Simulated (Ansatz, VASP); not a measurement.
## PbS in VASP and in Ansatz

POSCAR

```
PbS
1.0
    4.0896976867      0.0000000000      0.0000000000
   -2.0448488433      3.5417820905      0.0000000000
    0.0000000000      0.0000000000      3.7881670000
Pb S
1 1
Direct
    0.0000000000      0.0000000000      0.0000000000
    0.6666666667      0.3333333333      0.5000000000
```

Contents of INCAR.step1:

```
PREC     = Accurate       # precision mode
ENCUT    = 520            # plane-wave cutoff, eV
EDIFF    = 1E-5           # SCF threshold, eV
ISMEAR   = -1             # smearing method
SIGMA    = 0.05           # smearing width, eV
LREAL    = F              # projectors in reciprocal space
LASPH    = T              # aspherical terms in the spheres
NELM     = 60             # most SCF steps
ALGO     = Normal         # electronic algorithm
ISIF     = 2              # what is computed and relaxed
LWAVE    = T              # write WAVECAR
NBANDS   = 17             # bands
GGA      = PE             # functional
```

INCAR.step2

```
PREC     = Accurate       # precision mode
ENCUT    = 520            # plane-wave cutoff, eV
EDIFF    = 1E-7           # SCF threshold, eV
ISMEAR   = -1             # smearing method
SIGMA    = 0.05           # smearing width, eV
LREAL    = F              # projectors in reciprocal space
LASPH    = T              # aspherical terms in the spheres
NELM     = 60             # most SCF steps
ALGO     = Normal         # electronic algorithm
ISIF     = 2              # what is computed and relaxed
LWAVE    = F              # write WAVECAR
LCHARG   = T              # write CHGCAR
GGA      = PE             # functional
LHFCALC  = T              # exact exchange
AEXX     = 0.25           # exact-exchange fraction
HFSCREEN = 0.3            # screening, 1/A
PRECFOCK = Normal       
LELF     = T              # ELF
LVHAR    = T            
NBANDS   = 17             # bands
ISTART   = 1
```

Contents of KPOINTS:

```
Automatic mesh
0
Gamma
  4 4 4
```

Contents of input.yaml:

```yaml
crystal:
  lattice:
    - [4.0896976867, 0.0, 0.0]
    - [-2.0448488433, 3.5417820905, 0.0]
    - [0.0, 0.0, 3.788167]
  atoms:
    - { symbol: Pb, position: [0.0, 0.0, 0.0] }
    - { symbol: S, position: [0.6666666667, 0.3333333333, 0.5] }
hamiltonian:
  xc: { exchange: pbe, correlation: pbe, exx: { coeff: 0.25, omega: 0.3 } }
  pseudopotentials: { kind: paw }
kpoints:
  mp_grid: { grid: [4, 4, 4] }
scf:
  occupations: { method: fermi_dirac, width: 0.05 }
output:
  forces: true
  stress: true
  eigenvalues: true
  write_density: true
  write_potential: true
  elf: true
  volumetric_format: npy
```

Alike in both runs: task single point; functional PBE-based screened hybrid with a share of 0.25 of exact exchange and HFSCREEN = 0.3; k mesh 4 × 4 × 4; occupations fermi-dirac, width 0.05 eV; no spin polarisation.

```csv
,VASP,Ansatz
version,VASP 6.6.1,Ansatz 0.2.0
potentials or method,"VASP PAW PBE potentials, release 64 (Pb_d, S)",Ansatz PAW
plane-wave cutoff (eV),520,420
valence electrons in the cell,20,20
```

|  | VASP | Ansatz | Ansatz less VASP |
| --- | --- | --- | --- |
| gap on the k mesh at the Fermi level (eV) | 0.51 | 0.51 | -0.001 |
| least direct gap on the mesh (eV) | 1.21 | 1.21 | -0.005 |
| pressure (GPa) | -1.1 | -1.0 | +0.07 |
| traceless stress, the component that is largest in VASP (GPa) | 0.23 | 0.24 | +0.009 |

VASP's potentials were made for PBE, not for PBE-based screened hybrid. The functional is the same, so the differences come from potentials, cutoffs and numerics.

The k mesh is coarse, so the values compare programs but aren't converged. Neither program's run includes spin-orbit coupling.
